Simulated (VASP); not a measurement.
Runs of VASP 6.6.1 on Al2O3. The structure is that of space group R-3c (No. 167), or close to it. The cells are those of the table. 

| task | level | potentials or basis | cell | k mesh | cutoff (eV) | smearing | dipole correction | tolerance level | purpose | route | gap on the mesh (eV) | pressure (GPa) | largest force (eV/Å) |
| --- | --- | --- | --- | --- | --- | --- | --- | --- | --- | --- | --- | --- | --- |
| single point | LDA | VASP PAW LDA potentials, release 64 (Al, O) | a = 5.130 Å, angles 55.3°, 10 atoms | 7 × 7 × 7 | 520 | fermi-dirac 0.05 eV | no | - | - | - | (a) | -4.6 | 0.12 |
| single point | PBE | VASP PAW PBE potentials, release 64 (Al, O) | a = 5.231 Å, angles 55.3°, 10 atoms | 7 × 7 × 7 | 520 | fermi-dirac 0.05 eV | no | - | - | - | 5.49 | (c) | 0.08 |
| band structure | PBEsol | VASP PAW PBE potentials, release 64 (Al, O) | a = 5.130 Å, angles 55.3°, 10 atoms | 7 × 7 × 7 | 640 | gaussian 0.03 eV | - | tight | bands | KPOINTS_OPT | 6.12 | 1.4 | 0.09 |
| single point | revPBE+D4 | VASP PAW PBE potentials, release 64 (Al, O) | a = 5.130 Å, angles 55.3°, 10 atoms | 7 × 7 × 7 | 520 | fermi-dirac 0.05 eV | no | - | - | - | (b) | 0.2 | 0.04 |
| band structure | PBEsol | VASP PAW PBE potentials, release 64 (Al, O) | a = 5.130 Å, angles 55.3°, 10 atoms | 5 × 5 × 5 | 460 | gaussian 0.03 eV | - | tight | bands | KPOINTS_OPT | 6.12 | 0.8 | 0.09 |

Alike in all rows: no spin polarisation.

**Question.** Fill in the values left out.

**Answer.** (a) 6.17; (b) 6.29; (c) -6.4.

Caveats: an odd mesh through Γ misses points on the zone boundary, where band edges can lie (at least some runs); the PAW data sets were made with another functional, which shifts forces and pressure a little (at least some runs); the cell stands under tension (at least some runs); the cutoff is under 1.25 times the usual one of these potentials, so pressure, stress and relaxed cells hold a basis-set (Pulay) error (at least some runs).
